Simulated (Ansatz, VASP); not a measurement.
# One calculation of Sc, two programs

```
Sc
1.0
    -1.87840    1.87840    1.68284
     1.87840   -1.87840    1.68284
     1.87840    1.87840   -1.68284
Sc
1
Direct
  0.00000 0.00000 0.00000
```

Change from the starting cell: volume scaled by 0.9405, crystal datasets.

Alike in both runs: task electric field gradients; functional LDA; k mesh 13 × 13 × 13; occupations fermi-dirac, width 0.03 eV; no spin polarisation.

|  | VASP | Ansatz |
| --- | --- | --- |
| version | VASP 6.6.1 | Ansatz 0.2.0 |
| potentials or method | VASP PAW LDA potentials, release 64 (Sc_sv), cutoff 520 eV | all-electron PAW with datasets made for the crystal, scalar-relativistic |

VASP gave:

```
pressure (GPa)                                                : -2.6
traceless stress, the component that is largest in VASP (GPa) : 0.20
size of Vzz on the site where it differs most (V/Å²)          : 11.1
```

Problem. What did Ansatz give for the same quantities?

Solution. Pressure (GPa): -2.7; traceless stress, the component that is largest in VASP (GPa): 0.21; size of Vzz on the site where it differs most (V/Å²): 10.0.

LDA's correlation is that of Perdew and Zunger in VASP and of Perdew and Wang (1992) in Ansatz. Ansatz ran all-electron here, and VASP with PAW potentials.
